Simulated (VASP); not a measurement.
# AlNi2 (P-3m1) in VASP: notebook

The runs below take AlNi2 through single point, with PBEsol.

Program: VASP 6.6.1. These are calculated values, not measurements. Logs are shortened: lines on timing, memory, paths and dates and some standing lists are left out, and cuts for length are marked.

## (1) The cell of the first run

The structure is trigonal, space group P-3m1 (No. 164). The conventional cell has a = 3.975 Å, b = 3.975 Å, c = 4.906 Å, α = 90.00°, β = 90.00°, γ = 120.00°. Al (site symmetry 3m) has 11 Ni at 2.33 to 2.71 Å and 3 Al at 3.07 Å within 3.1 Å. Ni (site symmetry 3m) has 5 Al at 2.33 to 2.46 Å and 9 Ni at 2.51 to 3.07 Å within 3.1 Å. Within 3.2 Å of Ni (site symmetry -3m) lie 8 Ni at 2.45 to 2.51 Å and 6 Al at 2.71 Å. Within 3.2 Å of Ni (site symmetry -3m) lie 8 Ni at 2.45 to 2.71 Å and 6 Al at 2.51 Å.

## (2) Single point, PBEsol (mode 4 (128.2 1/cm) frozen in, largest displacement -0.100 Å)

INCAR

```
PREC = Accurate
ENCUT = 520
EDIFF = 1E-6
ISMEAR = 0
SIGMA = 0.15
LREAL = F
LASPH = T
NELM = 60
ALGO = Fast
ISIF = 2
LWAVE = F
LCHARG = F
GGA = PS
NBANDS = 32
```

KPOINTS

```
Automatic mesh
0
Gamma
  12 12 10
```

POSCAR

```
AlNi2
1.0
    3.9748989536      0.0000000000      0.0000000000
   -1.9874494768      3.4423634713      0.0000000000
    0.0000000000      0.0000000000      4.9060444288
Al Ni
2 4
Direct
    0.3333333333      0.6666666667      0.2071675595
    0.6666666667      0.3333333333      0.7928324405
    0.3333333333      0.6666666667      0.7079202861
    0.6666666667      0.3333333333      0.2920797139
    0.0000000000      0.0000000000      0.5000000000
    0.0000000000      0.0000000000      0.0000000000
```

Potentials or basis: VASP PAW PBE potentials, release 64 (Al, Ni).

The run is started by

```
$ cat potpaw_PBE.64/Al/POTCAR potpaw_PBE.64/Ni/POTCAR > POTCAR
$ mpirun -np 1 vasp_std > vasp.out
```

OUTCAR:

```text
PREC = Accurate
   ENCUT = 520
   EDIFF = 1E-6
   ISMEAR = 0
   LREAL = F
   LASPH = T
   NELM = 60
   ISIF = 2
   GGA = PS

 ion  position               nearest neighbor table
   1  0.333  0.667  0.207-   4 2.33   4 2.33   4 2.33   3 2.45   3 2.46   6 2.51   6 2.51   6 2.51
                             5 2.71   5 2.71   5 2.71   2 3.07   2 3.07   2 3.07
   2  0.667  0.333  0.793-   3 2.33   3 2.33   3 2.33   4 2.45   4 2.46   6 2.51   6 2.51   6 2.51
                             5 2.71   5 2.71   5 2.71   1 3.07   1 3.07   1 3.07
   3  0.333  0.667  0.708-   2 2.33   2 2.33   2 2.33   1 2.45   1 2.46   5 2.51   5 2.51   5 2.51
                             6 2.71   6 2.71   6 2.71   4 3.07   4 3.07   4 3.07
   4  0.667  0.333  0.292-   1 2.33   1 2.33   1 2.33   2 2.45   2 2.46   5 2.51   5 2.51   5 2.51
                             6 2.71   6 2.71   6 2.71   3 3.07   3 3.07   3 3.07
   5  0.000  0.000  0.500-   6 2.45   6 2.45   3 2.51   4 2.51   4 2.51   3 2.51   4 2.51   3 2.51
                             1 2.71   2 2.71   1 2.71   2 2.71   2 2.71   1 2.71
   6  0.000  0.000  0.000-   5 2.45   5 2.45   1 2.51   2 2.51   2 2.51   1 2.51   2 2.51   1 2.51
                             3 2.71   4 2.71   4 2.71   3 2.71   3 2.71   4 2.71

  LATTYP: Found a hexagonal cell.
 ALAT       =     3.9748989536
 C/A-ratio  =     1.2342563889

  Lattice vectors:

 A1 = (   3.9748989536,   0.0000000000,   0.0000000000)
 A2 = (  -1.9874494768,   3.4423634713,   0.0000000000)
 A3 = (   0.0000000000,   0.0000000000,   4.9060444288)

Analysis of symmetry for initial positions (statically):
=====================================================================
 Subroutine PRICEL returns:
 Original cell was already a primitive cell.

 Routine SETGRP: Setting up the symmetry group for a
 hexagonal supercell.

 Subroutine GETGRP returns: Found 12 space group operations
 (whereof 12 operations were pure point group operations)
 out of a pool of 24 trial point group operations.

The static configuration has the point symmetry D_3d.

Analysis of symmetry for dynamics (positions and initial velocities):
=====================================================================
 Subroutine PRICEL returns:
 Original cell was already a primitive cell.

 Routine SETGRP: Setting up the symmetry group for a
 hexagonal supercell.

 Subroutine GETGRP returns: Found 12 space group operations
 (whereof 12 operations were pure point group operations)
 out of a pool of 24 trial point group operations.

The dynamic configuration has the point symmetry D_3d.

 Subroutine INISYM returns: Found 12 space group operations
[... 105 lines left out ...]
   EDIFF  = 0.1E-05   stopping-criterion for ELM
   LREAL  =      F    real-space projection
   EDIFFG = 0.1E-04   stopping-criterion for IOM
   NSW    =      0    number of steps for IOM
   IBRION =     -1    ionic relax: 0-MD 1-quasi-New 2-CG
   NFREE  =      0    steps in history (QN), initial steepest desc. (CG)
   ISIF   =      2    stress and relaxation
   ISYM   =      2    0-nonsym 1-usesym 2-fastsym
   POTIM  = 0.5000    time-step for ionic-motion
   TEBEG  =    0.0;   TEEND  =   0.0 temperature during run
   PSTRESS=    0.0 pullay stress
   NELECT =      46.0000    total number of electrons
   NUPDOWN=      -1.0000    fix difference up-down
   EMIN   =  10.00;   EMAX   =-10.00  energy-range for DOS
   EFERMI =   0.00;   METHOD = LEGACY
   ISMEAR =     0;   SIGMA  =   0.15  broadening in eV -4-tet -1-fermi 0-gaus
   EFERMI_NEDOS =   21; number of points for ismear=-14 and -15
   IALGO  =     68    algorithm
   IMIX   =      4    mixing-type and parameters
     AMIX     =   0.40;   BMIX     =  1.00
     AMIX_MAG =   1.60;   BMIX_MAG =  1.00
  volume/ion in A,a.u.               =      11.19        75.50
  Fermi-wavevector in a.u.,A,eV,Ry     =   1.443298  2.727438 28.342420  2.083109
  Thomas-Fermi vector in A             =   2.561721
   LORBIT       =      0    0 simple, 1 ext, 2 COOP (PROOUT), +10 PAW based schemes
   GGA     = PS    functional components
   LHFCALC =     F    Hartree Fock is set to
   AEXX    =    0.0000 exact exchange contribution
   IVDW    =     0    specifies the selected vdW correction
   LEPSILON=     F    determine dielectric tensor
   LRPA    =     F    only Hartree local field effects (RPA)
 non-spin polarized calculation
 RMM-DIIS sequential band-by-band and
 Gauss-broadening in eV      SIGMA  =   0.15
  energy-cutoff  :      520.00
  volume of cell :       67.13
 maximum number of plane-waves:      1827
 NGX is ok and might be reduce to    30
   NGX = 15   NGY = 15   NGZ = 19

 number of electron      46.0000062 magnetization

 Free energy of the ion-electron system (eV)
  ---------------------------------------------------
  ext. energy  EPLUGINS =         0.00000000
  ---------------------------------------------------
  free energy    TOTEN  =       -35.79521665 eV

  energy without entropy =      -35.76320093  energy(sigma->0) =      -35.77920879

 E-fermi :   9.8883     XC(G=0): -12.7414

 val. band max:        9.8808280251   @ k =   0.0000   0.4167   0.2000
 cond. band min:       9.8909314785   @ k =   0.4167   0.0000   0.4000
 fundamental gap:      0.0101034534
 Fermi energy:         9.8882674277

 k-point     1 :       0.0000    0.0000    0.0000
  band No.  band energies     occupation
      1      -0.6481      2.00000
      2       4.5768      2.00000
      3       4.8984      2.00000
      4       6.0534      2.00000
      5       6.0534      2.00000
      6       6.5971      2.00000
[... 829 lines left out ...]
     31      16.7116      0.00000
     32      17.1720      0.00000

 [... further k-points ...]
[... 5 lines left out ...]
  --------------------------------------------------------------------------------------
  -------------------------------------------------------------------------------------
  Total        0.2229021      0.2229021      0.1815675      0.0000000     -0.0000000      0.0000000
  in kB        5.3199853      5.3199853      4.3334569      0.0000000     -0.0000000      0.0000000
  external PRESSURE =       4.9911425 kB  Pullay stress =       0.0000000 kB

 VOLUME and BASIS-vectors are now :
 -----------------------------------------------------------------------------
  energy-cutoff  :      520.00
  volume of cell :       67.13
      direct lattice vectors                 reciprocal lattice vectors
     3.974898954  0.000000000  0.000000000     0.251578722  0.145249043  0.000000000
    -1.987449477  3.442363471  0.000000000     0.000000000  0.290498086  0.000000000
     0.000000000  0.000000000  4.906044429     0.000000000  0.000000000  0.203830197

 POSITION                                       TOTAL-FORCE (eV/Angst)
 -----------------------------------------------------------------------------------
     -0.00000      2.29491      1.01637        -0.000000     -0.000000     -0.029966
      1.98745      1.14745      3.88967         0.000000     -0.000000      0.029966
     -0.00000      2.29491      3.47309        -0.000000      0.000000     -0.302550
      1.98745      1.14745      1.43296        -0.000000      0.000000      0.302550
      0.00000      0.00000      2.45302         0.000000      0.000000     -0.000000
      0.00000      0.00000      0.00000         0.000000      0.000000     -0.000000
 -----------------------------------------------------------------------------------
    total drift:                               -0.000000      0.000000      0.000000

  FREE ENERGIE OF THE ION-ELECTRON SYSTEM (eV)
  ---------------------------------------------------
  free  energy   TOTEN  =       -35.7952166542 eV

  energy  without entropy=      -35.7632009328  energy(sigma->0) =      -35.77920879
```

stdout:

```text
POSCAR found type information on POSCAR AlNi
 POSCAR found :  2 types and       6 ions
 scaLAPACK will be used
 -----------------------------------------------------------------------------
|                                                                             |
|                                                                             |
|     You enforced a specific xc type in the INCAR file but a different       |
|     I HOPE YOU KNOW WHAT YOU ARE DOING!                                     |
|                                                                             |
 -----------------------------------------------------------------------------

 LDA part: xc-table for (Slater+PW92), standard interpolation
 POSCAR, INCAR and KPOINTS ok, starting setup
 FFT: planning ... GRIDC
 FFT: planning ... GRID_SOFT
 FFT: planning ... GRID
 WAVECAR not read
 entering main loop
```

Run time: 7 min. Hardware: 1 thread of Intel Xeon Platinum 8488C (Sapphire Rapids), shared host; peak memory 0.38 GiB.

Results:

```yaml
Free_energy: -35.7952 eV
Pressure: 0.5 GPa
Largest_force: 0.303 eV/Å
Band_gap_on_the_k_mesh: zero (band 23 reaches 14.09 eV, above the bottom of band 24 at 9.50 eV)
```

Forces on the atoms (eV/Å):
```
Al   0.000  0.000 -0.030
Al   0.000  0.000  0.030
Ni   0.000  0.000 -0.303
Ni   0.000  0.000  0.303
Ni   0.000  0.000  0.000
Ni   0.000  0.000  0.000
```

Levels at points of the mesh, in eV from the Fermi level:
```tsv
k point	band 20	band 21	band 22	band 23	band 24	band 25	band 26	band 27
(0.00, 0.00, 0.00)	-0.71	-0.44	-0.44	0.69	3.27	3.27	3.93	3.93
(0.50, 0.00, 0.00)	-0.87	-0.82	-0.66	-0.48	-0.27	0.63	2.09	3.39
(0.00, 0.00, 0.50)	-0.74	-0.73	-0.73	4.20	4.21	4.21	4.28	4.28
(0.50, 0.00, 0.50)	-1.01	-0.95	-0.67	-0.42	-0.27	1.81	1.93	3.64
```

Caveat: the cell differs from its parent crystal (mode 4 (128.2 1/cm) frozen in, largest displacement -0.100 Å); the PAW data sets were made with another functional, which shifts forces and pressure a little. Spin polarisation is off, so any magnetic state and its effect on volume and gap are missing.

(Continued in part 2 of 2.)
